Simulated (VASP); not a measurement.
Here is a VASP 6.6.1 calculation.

Contents of POSCAR:

```
CdSe
1.0
    0.0000000000      3.0315811490      3.0315811490
    3.0315811490      0.0000000000      3.0315811490
    3.0315811490      3.0315811490      0.0000000000
Cd Se
1 1
Direct
    0.0000000000      0.0000000000      0.0000000000
    0.2500000000      0.2500000000      0.2500000000
```

Contents of INCAR.step1:

```
PREC = Accurate ; ENCUT = 520
EDIFF = 1E-5 ; ISMEAR = 0
SIGMA = 0.01 ; LREAL = F
LASPH = T ; NELM = 80
ALGO = Normal ; ISIF = 2
LWAVE = T ; LCHARG = F
NBANDS = 16 ; GGA = PE
```

File INCAR.step2:

```
PREC = Accurate ; ENCUT = 520
EDIFF = 1E-6 ; ISMEAR = 0
SIGMA = 0.01 ; LREAL = F
LASPH = T ; NELM = 80
ALGO = Normal ; ISIF = 2
LWAVE = F ; LCHARG = F
GGA = PE ; LHFCALC = T
HFSCREEN = 0.2079 ; PRECFOCK = Normal
NBANDS = 16 ; ISTART = 1
```

The input KPOINTS:

```
regular mesh
0
Gamma
  6 6 6
```

Potentials or basis: VASP PAW PBE potentials, release 64 (Cd, Se).

The run is started by

```console
$ cat potpaw_PBE.64/Cd/POTCAR potpaw_PBE.64/Se/POTCAR > POTCAR
$ cp INCAR.step1 INCAR
$ mpirun -np 1 vasp_std > vasp.out
$ cp INCAR.step2 INCAR
$ mpirun -np 1 vasp_std > vasp.out
```

Problem. What does it give for the pressure?

Solution. 2.4 GPa.

Problem. Estimate the band gap on the k mesh.

Solution. 1.57 eV.

Caveat: the cell differs from its parent crystal (strain -1.2%); the structure was generated, so it needn't be the stable form of CdSe; the PAW data sets were made with another functional, which shifts forces and pressure a little.
